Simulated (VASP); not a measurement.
Runs of VASP 6.6.1 on Li2S. The structure is that of space group Fm-3m (No. 225), or close to it. The cells are those of the table. 

```tsv
task	cell	smearing	gap on the mesh (eV)	pressure (GPa)
relaxation of cell and atoms	relaxed from a = 4.036 Å, angles 60.0°, 3 atoms	gaussian 0.02 eV	3.39	0.0
single point	a = 4.061 Å, angles 60.0°, 3 atoms	gaussian 0.01 eV	3.40	-1.0
relaxation of cell and atoms	relaxed to 35 GPa from a = 3.693 Å, angles 60.0°, 3 atoms	gaussian 0.01 eV	(a)	35.0
single point	a = 3.532 Å, angles 60.0°, 3 atoms	gaussian 0.01 eV	2.83	(b)
single point	a = 4.007 Å, angles 60.0°, 3 atoms	gaussian 0.01 eV	3.38	0.7
```

Alike in all rows: level PBE; potentials or basis VASP PAW PBE potentials, release 64 (Li_sv, S); no spin polarisation; k mesh 8 × 8 × 8; cutoff (eV) 750.

**Question.** Fill in the values left out.

**Answer.** (a) 2.84; (b) 35.2.

Caveats: the cell is relaxed towards a set pressure, so the run minimises the enthalpy, not the energy (at least some runs); the cell stands under pressure (at least some runs).

A k mesh can miss the band edges.
